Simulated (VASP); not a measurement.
Here is a VASP 6.6.1 calculation.

Contents of INCAR:

```
PREC = Accurate
ENCUT = 520
EDIFF = 1E-6
ISMEAR = -1
SIGMA = 0.1
LREAL = F
LASPH = T
NELM = 150
ALGO = Normal
ISIF = 2
LWAVE = F
LCHARG = F
ISPIN = 2
MAGMOM = 0 1.8
LORBIT = 11
LMAXMIX = 4
NBANDS = 22
```

The input KPOINTS:

```
regular mesh
0
Gamma
  13 13 7
```

Contents of POSCAR:

```
ZnCo
1.0
    2.6072240000      0.0000000000      0.0000000000
   -1.3036120000      2.2579220000      0.0000000000
    0.0000000000      0.0000000000      4.1716830000
Zn Co
1 1
Direct
    0.6666666667      0.3333333333      0.0000000000
    0.0000000000      0.0000000000      0.5000000000
```

Potentials or basis: VASP PAW LDA potentials, release 64 (Zn, Co).

Launch:

```sh
$ cat potpaw_LDA.64/Zn/POTCAR potpaw_LDA.64/Co/POTCAR > POTCAR
$ mpirun -np 1 vasp_std > vasp.out
```

Problem. Estimate the site moments.

Solution. Zn -0.03; Co +1.18 μB.

Problem. Estimate the net moment.

Solution. 1.13 μB per cell.

Stress tensor (GPa, compression positive):
```
-13.92   0.00   0.00
  0.00 -13.92   0.00
  0.00   0.00 -14.89
```

Caveat: the cell stands under tension.
